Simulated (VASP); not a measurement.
Ge, 2 atoms in the cell. Symmetry: Fd-3m, No. 227, cubic system. Conventional cell: a = 6.121 Å, b = 6.121 Å, c = 6.121 Å, α = 90.00°, β = 90.00°, γ = 90.00°. Ge (site symmetry -43m) has 4 Ge at 2.65 Å within 3.5 Å.  This cell differs from its parent crystal: volume scaled by 1.12.

- Program: VASP 6.6.1
- Task: single point
- Functional: BLYP
- Potentials or basis: VASP PAW PBE potentials, release 64 (Ge_d)
- Cutoff: 520 eV
- k mesh: 9 × 9 × 9
- Occupations: fermi-dirac, width 0.05 eV
- Spin: no spin polarisation
- Dipole correction: no
- Further INCAR settings: ALGO = Normal; EDIFF = 1e-06; NBANDS = 21

Potentials or basis: VASP PAW PBE potentials, release 64 (Ge_d).

Run with:

```console
$ cat potpaw_PBE.64/Ge_d/POTCAR > POTCAR
$ mpirun -np 1 vasp_std > vasp.out
```

Hardware: 1 thread of Intel(R) Xeon(R) 6975P-C (Granite Rapids), on a shared host.

Estimate the wall time of this run.

Wall time 17 s on 1 thread of Intel(R) Xeon(R) 6975P-C (Granite Rapids), on a shared host, peak memory 0.18 GiB. Counts: scf iterations 12, k points 35.
